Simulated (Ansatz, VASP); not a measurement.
Two plane-wave programs on Rh

File INCAR:

```
SYSTEM = Rh
PREC     = Accurate       ! precision mode
ENCUT    = 620            ! plane-wave cutoff, eV
EDIFF    = 1E-6           ! SCF threshold, eV
ISMEAR   = 0              ! smearing method
SIGMA    = 0.1            ! smearing width, eV
LREAL    = .FALSE.        ! projectors in reciprocal space
LASPH    = .TRUE.         ! aspherical terms in the spheres
NELM     = 120            ! most SCF steps
ALGO     = Normal         ! electronic algorithm
ISIF     = 2              ! what is computed and relaxed
LWAVE    = .FALSE.        ! write WAVECAR
LCHARG   = .TRUE.         ! write CHGCAR
GGA      = PE             ! functional
LELF     = .TRUE.         ! ELF
LVHAR    = .TRUE.       
NBANDS   = 24             ! bands
GGA_COMPAT= .FALSE.
```

KPOINTS

```
regular mesh
0
G
  6 6 6
  0 0 0
```

The input POSCAR:

```
Rh
1.0
    1.5688167880      0.9057567948      3.7566318419
   -1.5688167880      0.9057567948      3.7566318419
    0.0000000000     -1.8115135897      3.7566318419
Rh
2
Direct
    0.0577000000      0.0577000000      0.0577000000
    0.9423000000      0.9423000000      0.9423000000
```

Input for Ansatz:

```yaml
crystal:
  lattice:
    - [1.568816788, 0.9057567948, 3.7566318419]
    - [-1.568816788, 0.9057567948, 3.7566318419]
    - [0.0, -1.8115135897, 3.7566318419]
  atoms:
    - { symbol: Rh, position: [0.0577, 0.0577, 0.0577] }
    - { symbol: Rh, position: [0.9423, 0.9423, 0.9423] }
basis:
  ecutwfc: 420
kpoints:
  mp_grid: { grid: [6, 6, 6] }
hamiltonian:
  xc: pbe
scf:
  occupations: { method: gaussian, width: 0.1 }
  lower_state_search: "off"
output:
  forces: true
  stress: true
  eigenvalues: true
```

Alike in both runs: task single point; functional PBE; k mesh 6 × 6 × 6; occupations gaussian, width 0.1 eV; no spin polarisation.

|  | VASP | Ansatz |
| --- | --- | --- |
| version | VASP 6.6.1 | Ansatz 0.2.0 |
| potentials or method | VASP PAW PBE potentials, release 64 (Rh_sv_GW), cutoff 620 eV | scalar-relativistic, plane waves, PAW |
| valence electrons in the cell | 34 | 34 |

Ansatz gave:

| Quantity | Value |
| --- | --- |
| gap on the k mesh at the Fermi level (eV) | 0.02 |
| least direct gap on the mesh (eV) | 0.02 |
| rms of the force components (eV/Å) | 144.216 |

Task: What did VASP give for the same quantities?

Result: gap on the k mesh at the Fermi level (eV): 0.15; least direct gap on the mesh (eV): 0.15; rms of the force components (eV/Å): 141.671.

Atom by atom the forces differ by 2.545 eV/Å (rms over components).
